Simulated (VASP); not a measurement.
Input of a VASP 6.6.1 run:

Contents of INCAR:

```
ALGO = Normal
EDIFF = 1E-7
ENCUT = 520
GGA = PS
ISIF = 2
ISMEAR = 1
ISPIN = 2
IVDW = 12
LASPH = T
LCHARG = F
LMAXMIX = 4
LORBIT = 11
LREAL = F
LWAVE = F
MAGMOM = 1.5 0 0 0
NBANDS = 40
NELM = 150
PREC = Accurate
SIGMA = 0.3
```

File KPOINTS:

```
k-points
0
Gamma
  7 7 7
```

The input POSCAR:

```
VW3
1.0
    0.0000000000      3.1251150000      3.1251150000
    3.1251150000      0.0000000000      3.1251150000
    3.1251150000      3.1251150000      0.0000000000
V W
1 3
Direct
    0.0000000000      0.0000000000      0.0000000000
    0.2500000000      0.2500000000      0.2500000000
    0.7500000000      0.7500000000      0.7500000000
    0.5000000000      0.5000000000      0.5000000000
```

Potentials or basis: VASP PAW PBE potentials, release 64 (V_sv, W_sv).

Run with:

```console
$ cat potpaw_PBE.64/V_sv/POTCAR potpaw_PBE.64/W_sv/POTCAR > POTCAR
$ mpirun -np 1 vasp_std > vasp.out
```

Estimate the dispersion energy per atom.

-0.722 eV.

What does it give for the pressure?

-12.0 GPa.

Estimate the net moment.

0.00 μB per cell.

Caveat: three body term missing; the cell stands under tension; so wide a smearing shifts energies and pressures; the PAW data sets were made with another functional, which shifts forces and pressure a little.
